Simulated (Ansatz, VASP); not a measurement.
**CdS: VASP beside Ansatz**

POSCAR

```
CdS
1.0
    0.0000000000      2.7532440000      2.7532440000
    2.7532440000      0.0000000000      2.7532440000
    2.7532440000      2.7532440000      0.0000000000
Cd S
1 1
Direct
    0.0000000000      0.0000000000      0.0000000000
    0.5000000000      0.5000000000      0.5000000000
```

File INCAR.step1:

```
SYSTEM = CdS
  ALGO = Normal
  EDIFF = 1E-5
  ENCUT = 520
  GGA = PE
  ISIF = 2
  ISMEAR = -1
  LASPH = .TRUE.
  LREAL = .FALSE.
  LWAVE = .TRUE.
  NBANDS = 16
  NELM = 60
  PREC = Accurate
  SIGMA = 0.05
```

The input INCAR.step2:

```
SYSTEM = CdS
  AEXX = 0.25
  ALGO = Normal
  EDIFF = 1E-6
  ENCUT = 520
  GGA = PS
  HFSCREEN = 0.207
  ISIF = 2
  ISMEAR = -1
  ISTART = 1
  LASPH = .TRUE.
  LCHARG = .TRUE.
  LELF = .TRUE.
  LHFCALC = .TRUE.
  LREAL = .FALSE.
  LVHAR = .TRUE.
  LWAVE = .FALSE.
  NBANDS = 16
  NELM = 60
  PREC = Accurate
  PRECFOCK = Normal
  SIGMA = 0.05
```

Contents of KPOINTS:

```
k-points
0
G
  4 4 4
  0 0 0
```

Contents of input:

```
crystal:
  lattice:
    - [0.0, 2.753244, 2.753244]
    - [2.753244, 0.0, 2.753244]
    - [2.753244, 2.753244, 0.0]
  atoms:
    - { symbol: Cd, position: [0.0, 0.0, 0.0] }
    - { symbol: S, position: [0.5, 0.5, 0.5] }
hamiltonian:
  xc:
    exchange: hjs_pbesol
    correlation: pbesol
    exx: { coeff: 0.25, omega: 0.207 }
  pseudopotentials: { kind: paw }
kpoints:
  mp_grid: { grid: [4, 4, 4] }
  band_path:
    path:
      - [[0.0, 0.0, 0.0], [0.5, 0.0, 0.5], [0.5, 0.25, 0.75], [0.375, 0.375, 0.75], [0.0, 0.0, 0.0], [0.5, 0.5, 0.5], [0.625, 0.25, 0.625], [0.5, 0.25, 0.75], [0.5, 0.5, 0.5], [0.375, 0.375, 0.75]]
      - [[0.625, 0.25, 0.625], [0.5, 0.0, 0.5]]
    npoints: 4
scf:
  occupations: { method: fermi_dirac, width: 0.05 }
  n_extra_bands: 6
output:
  forces: true
  stress: true
  eigenvalues: true
  fatbands: false
```

Alike in both runs: functional PBEsol-based screened hybrid with a share of 0.25 of exact exchange and HFSCREEN = 0.207; k mesh 4 × 4 × 4; occupations fermi-dirac, width 0.05 eV; no spin polarisation.

|  | VASP | Ansatz |
| --- | --- | --- |
| version | VASP 6.6.1 | Ansatz 0.2.0 |
| potentials or method | VASP PAW PBE potentials, release 64 (Cd, S) | Ansatz PAW |
| plane-wave cutoff (eV) | 520 | 420 |
| valence electrons in the cell | 18 | 26 |
| task | single point | band structure |

Ansatz gave:

| Quantity | Value |
| --- | --- |
| gap on the k mesh at the Fermi level (eV) | 1.09 |
| least direct gap on the mesh (eV) | 2.45 |
| pressure (GPa) | -4.6 |

Task: Estimate VASP's values.

Result: gap on the k mesh at the Fermi level (eV): 1.07; least direct gap on the mesh (eV): 2.42; pressure (GPa): -4.2.

VASP's potentials were made for PBE, not for PBEsol-based screened hybrid. The functional is the same, so the differences come from potentials, cutoffs and numerics. VASP's potentials hold 18 valence electrons a cell and Ansatz's 26, so a difference there can come from the potentials and not from the codes.

The k mesh is coarse, so the values compare programs but aren't converged.
